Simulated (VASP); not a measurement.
A run of VASP 6.6.1:

File INCAR:

```
SYSTEM = InSe
PREC = Accurate
ENCUT = 520
EDIFF = 1E-6
ISMEAR = 0
SIGMA = 0.02
LREAL = .False.
LASPH = .True.
NELM = 60
ALGO = Normal
ISIF = 2
LWAVE = .False.
LCHARG = .False.
GGA = PE
IVDW = 12
NBANDS = 48
```

File KPOINTS:

```
regular mesh
0
Gamma
  12 12 2
  0 0 0
```

Contents of POSCAR:

```
InSe
1.0
    4.0317714849      0.0000000000      0.0000000000
   -2.0158857424      3.4916165282      0.0000000000
    0.0000000000      0.0000000000     16.7623716530
In Se
4 4
Direct
    0.3333333333      0.6666666667      0.1666581944
    0.6666666667      0.3333333333      0.6666581944
    0.3333333333      0.6666666667      0.3333418056
    0.6666666667      0.3333333333      0.8333418056
    0.3333333333      0.6666666667      0.5898711335
    0.6666666667      0.3333333333      0.0898711335
    0.3333333333      0.6666666667      0.9101288665
    0.6666666667      0.3333333333      0.4101288665
```

Potentials or basis: VASP PAW PBE potentials, release 64 (In_d, Se).

Command:

```bash
$ cat potpaw_PBE.64/In_d/POTCAR potpaw_PBE.64/Se/POTCAR > POTCAR
$ mpirun -np 1 vasp_std > vasp.out
```

Hardware: 1 thread of Intel(R) Xeon(R) 6975P-C (Granite Rapids), on a shared host.

Problem. How long does it take, and how much memory?

Solution. Run time: 4.2 min on 1 thread of Intel(R) Xeon(R) 6975P-C (Granite Rapids) (shared host), peak memory 0.54 GiB. Counts: scf iterations 15, k points 38.
